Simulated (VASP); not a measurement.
# Al (Fm-3m) in VASP: single point with PBE

Aim: the single point of Al with PBE.

Everything below comes from runs of VASP 6.6.1. Logs are shortened: lines on timing, memory, paths and dates and some standing lists are left out, and cuts for length are marked.

### Step 1. The cell of the first run

Symmetry: Fm-3m, No. 225, cubic system. Conventional cell: a = 4.050 Å, b = 4.050 Å, c = 4.050 Å, α = 90.00°, β = 90.00°, γ = 90.00°. Al (site symmetry m-3m) has 12 Al at 2.86 Å within 3.8 Å.

### Step 2. Single point, PBE

Input file INCAR:

```
PREC = Accurate ; ENCUT = 520
EDIFF = 1E-6 ; ISMEAR = -1
SIGMA = 0.15 ; LREAL = F
LASPH = T ; NELM = 80
ALGO = Normal ; ISIF = 2
LWAVE = F ; LCHARG = F
GGA = PE ; NBANDS = 8
```

Input file KPOINTS:

```
Automatic mesh
0
Gamma
  15 15 15
```

Input file POSCAR:

```
Al
1.0
    0.0000000000      2.0248050000      2.0248050000
    2.0248050000      0.0000000000      2.0248050000
    2.0248050000      2.0248050000      0.0000000000
Al
1
Direct
    0.0000000000      0.0000000000      0.0000000000
```

Potentials or basis: VASP PAW PBE potentials, release 64 (Al).

Launch:

```bash
> cat potpaw_PBE.64/Al/POTCAR > POTCAR
> mpirun -np 1 vasp_std > vasp.out
```

OUTCAR:

```text
PREC = Accurate
   ENCUT = 520
   EDIFF = 1E-6
   ISMEAR = -1
   LREAL = F
   LASPH = T
   NELM = 80
   ISIF = 2
   GGA = PE

 ion  position               nearest neighbor table
   1  0.000  0.000  0.000-

  LATTYP: Found a face centered cubic cell.
 ALAT       =     4.0496100000

  Lattice vectors:

 A1 = (   0.0000000000,   2.0248050000,   2.0248050000)
 A2 = (   2.0248050000,   0.0000000000,   2.0248050000)
 A3 = (   2.0248050000,   2.0248050000,   0.0000000000)

Analysis of symmetry for initial positions (statically):
=====================================================================
 Subroutine PRICEL returns:
 Original cell was already a primitive cell.

 Routine SETGRP: Setting up the symmetry group for a
 face centered cubic supercell.

 Subroutine GETGRP returns: Found 48 space group operations
 (whereof 48 operations were pure point group operations)
 out of a pool of 48 trial point group operations.

The static configuration has the point symmetry O_h .

Analysis of symmetry for dynamics (positions and initial velocities):
=====================================================================
 Subroutine PRICEL returns:
 Original cell was already a primitive cell.

 Routine SETGRP: Setting up the symmetry group for a
 face centered cubic supercell.

 Subroutine GETGRP returns: Found 48 space group operations
 (whereof 48 operations were pure point group operations)
 out of a pool of 48 trial point group operations.

The dynamic configuration has the point symmetry O_h .

 Subroutine INISYM returns: Found 48 space group operations
 (whereof 48 operations are pure point group operations),
 and found     1 'primitive' translations

----------------------------------------------------------------------------------------

                                     Primitive cell

  volume of cell :      16.6027

  direct lattice vectors                    reciprocal lattice vectors
     0.000000000  2.024805000  2.024805000    -0.246937359  0.246937359  0.246937359
     2.024805000  0.000000000  2.024805000     0.246937359 -0.246937359  0.246937359
     2.024805000  2.024805000  0.000000000     0.246937359  0.246937359 -0.246937359

  length of vectors
     2.863506692  2.863506692  2.863506692     0.427708053  0.427708053  0.427708053

  position of ions in fractional coordinates (direct lattice)
     0.000000000  0.000000000  0.000000000

[... 70 lines left out ...]
   LNONCOLLINEAR =      F non collinear calculations
   LSORBIT =      F    spin-orbit coupling
   LASPH  =      T    aspherical Exc in radial PAW
   ENCUT  =  520.0 eV  38.22 Ry    6.18 a.u.   5.32  5.32  5.32*2*pi/ulx,y,z
   NELM   =     80;   NELMIN=  2; NELMDL= -5     # of ELM steps
   EDIFF  = 0.1E-05   stopping-criterion for ELM
   LREAL  =      F    real-space projection
   EDIFFG = 0.1E-04   stopping-criterion for IOM
   NSW    =      0    number of steps for IOM
   IBRION =     -1    ionic relax: 0-MD 1-quasi-New 2-CG
   NFREE  =      0    steps in history (QN), initial steepest desc. (CG)
   ISIF   =      2    stress and relaxation
   ISYM   =      2    0-nonsym 1-usesym 2-fastsym
   POTIM  = 0.5000    time-step for ionic-motion
   TEBEG  =    0.0;   TEEND  =   0.0 temperature during run
   PSTRESS=    0.0 pullay stress
   NELECT =       3.0000    total number of electrons
   NUPDOWN=      -1.0000    fix difference up-down
   EMIN   =  10.00;   EMAX   =-10.00  energy-range for DOS
   EFERMI =   0.00;   METHOD = LEGACY
   ISMEAR =    -1;   SIGMA  =   0.15  broadening in eV -4-tet -1-fermi 0-gaus
   EFERMI_NEDOS =   21; number of points for ismear=-14 and -15
   IALGO  =     38    algorithm
   IMIX   =      4    mixing-type and parameters
     AMIX     =   0.40;   BMIX     =  1.00
     AMIX_MAG =   1.60;   BMIX_MAG =  1.00
  volume/ion in A,a.u.               =      16.60       112.04
  Fermi-wavevector in a.u.,A,eV,Ry     =   0.925526  1.748991 11.654733  0.856599
  Thomas-Fermi vector in A             =   2.051390
   LORBIT       =      0    0 simple, 1 ext, 2 COOP (PROOUT), +10 PAW based schemes
   GGA     = PE    functional components
   LHFCALC =     F    Hartree Fock is set to
   AEXX    =    0.0000 exact exchange contribution
   IVDW    =     0    specifies the selected vdW correction
   LEPSILON=     F    determine dielectric tensor
   LRPA    =     F    only Hartree local field effects (RPA)
 non-spin polarized calculation
  energy-cutoff  :      520.00
  volume of cell :       16.60
 maximum number of plane-waves:       460
 NGX is ok and might be reduce to    24
   NGX = 11   NGY = 11   NGZ = 11

 number of electron       3.0000000 magnetization

 Free energy of the ion-electron system (eV)
  ---------------------------------------------------
  ext. energy  EPLUGINS =         0.00000000
  ---------------------------------------------------
  free energy    TOTEN  =        -3.76050105 eV

  energy without entropy =       -3.73074631  energy(sigma->0) =       -3.74562368

 E-fermi :   7.9922     XC(G=0): -10.1744

 val. band max:        7.7914189854   @ k =  -0.3333   0.0667   0.0000
 cond. band min:       8.0144620091   @ k =  -0.4000   0.4000   0.0000
 fundamental gap:      0.2230430237
 Fermi energy:         7.9922373728

 k-point     1 :       0.0000    0.0000    0.0000
  band No.  band energies     occupation
      1      -3.1563      2.00000
      2      20.5200      0.00000
      3      20.5200      0.00000
      4      20.5200      0.00000
      5      21.9650      0.00000
      6      21.9650      0.00000
      7      21.9650      0.00000
      8      24.3558      0.00000
[... 243 lines left out ...]
 k-point    24 :       0.2000    0.1333    0.0000
  band No.  band energies     occupation
      1      -2.0771      2.00000
      2      15.2607      0.00000
      3      16.9800      0.00000
      4      18.1826      0.00000
      5      20.3621      0.00000
      6      20.9101      0.00000
      7      26.2495      0.00000
      8      26.6943      0.00000

 [... further k-points ...]
[... 5 lines left out ...]
  --------------------------------------------------------------------------------------
  -------------------------------------------------------------------------------------
  Total       -0.0480830     -0.0480830     -0.0480830     -0.0000000      0.0000000     -0.0000000
  in kB       -4.6400526     -4.6400526     -4.6400526     -0.0000000      0.0000000     -0.0000000
  external PRESSURE =      -4.6400526 kB  Pullay stress =       0.0000000 kB

 VOLUME and BASIS-vectors are now :
 -----------------------------------------------------------------------------
  energy-cutoff  :      520.00
  volume of cell :       16.60
      direct lattice vectors                 reciprocal lattice vectors
     0.000000000  2.024805000  2.024805000    -0.246937359  0.246937359  0.246937359
     2.024805000  0.000000000  2.024805000     0.246937359 -0.246937359  0.246937359
     2.024805000  2.024805000  0.000000000     0.246937359  0.246937359 -0.246937359

 POSITION                                       TOTAL-FORCE (eV/Angst)
 -----------------------------------------------------------------------------------
      0.00000      0.00000      0.00000         0.000000      0.000000      0.000000
 -----------------------------------------------------------------------------------
    total drift:                                0.000000     -0.000000     -0.000000

  FREE ENERGIE OF THE ION-ELECTRON SYSTEM (eV)
  ---------------------------------------------------
  free  energy   TOTEN  =        -3.7605010523 eV

  energy  without entropy=       -3.7307463056  energy(sigma->0) =       -3.74562368
```

OSZICAR:

```text
N       E                     dE             d eps       ncg     rms          rms(c)
DAV:   1    -0.235951524739E+01   -0.23595E+01   -0.87424E+02  1952   0.205E+02
DAV:   2    -0.377629045248E+01   -0.14168E+01   -0.13581E+01  2736   0.185E+01
DAV:   3    -0.378297142258E+01   -0.66810E-02   -0.66746E-02  2432   0.144E+00
DAV:   4    -0.378299233562E+01   -0.20913E-04   -0.20913E-04  3040   0.666E-02
DAV:   5    -0.378299235770E+01   -0.22074E-07   -0.22393E-07  2480   0.147E-03    0.129E+00
DAV:   6    -0.376998505392E+01    0.13007E-01   -0.16901E-03  2624   0.196E-01    0.751E-01
DAV:   7    -0.376050826094E+01    0.94768E-02   -0.50671E-03  2488   0.318E-01    0.146E-01
DAV:   8    -0.376050292845E+01    0.53325E-05   -0.13577E-05  2760   0.263E-02    0.770E-03
DAV:   9    -0.376050142104E+01    0.15074E-05   -0.84130E-07  2792   0.402E-03    0.699E-04
DAV:  10    -0.376050105226E+01    0.36877E-06   -0.35368E-09  1496   0.421E-04
   1 F= -.37605011E+01 E0= -.37456237E+01  d E =-.297547E-01
```

Wall time 4.3 s (1 thread of Intel Xeon 6975P-C (Granite Rapids), shared host); peak memory 0.13 GiB.

What came out:

```
Free energy : -3.7605 eV
Pressure    : -0.5 GPa
```
